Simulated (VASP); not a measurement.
Input of a VASP 6.6.1 run:

File INCAR:

```
PREC = Accurate
ENCUT = 500
EDIFF = 1E-6
ISMEAR = 1
SIGMA = 0.05
LREAL = False
LASPH = True
NELM = 120
ALGO = Normal
ISIF = 2
LWAVE = False
LCHARG = False
GGA = PE
NBANDS = 11
GGA_COMPAT = False
```

Contents of KPOINTS:

```
regular mesh
0
Gamma
  12 12 12
```

File POSCAR:

```
Ba
1.0
   -2.5121110080      2.5121110080      2.5121110080
    2.5121110080     -2.5121110080      2.5121110080
    2.5121110080      2.5121110080     -2.5121110080
Ba
1
Direct
    0.0000000000      0.0000000000      0.0000000000
```

Potentials or basis: VASP PAW PBE potentials, release 64 (Ba_sv).

Command:

```sh
$ cat potpaw_PBE.64/Ba_sv/POTCAR > POTCAR
$ mpirun -np 1 vasp_std > vasp.out
```

Question: Estimate the band gap on the k mesh.

Answer: Zero (bands 5 and 6 overlap by 1.05 eV).

Question: Predict the pressure.

Answer: 0.0 GPa.

Caveat: spin-orbit coupling is left out, which moves the levels of the heavy elements.
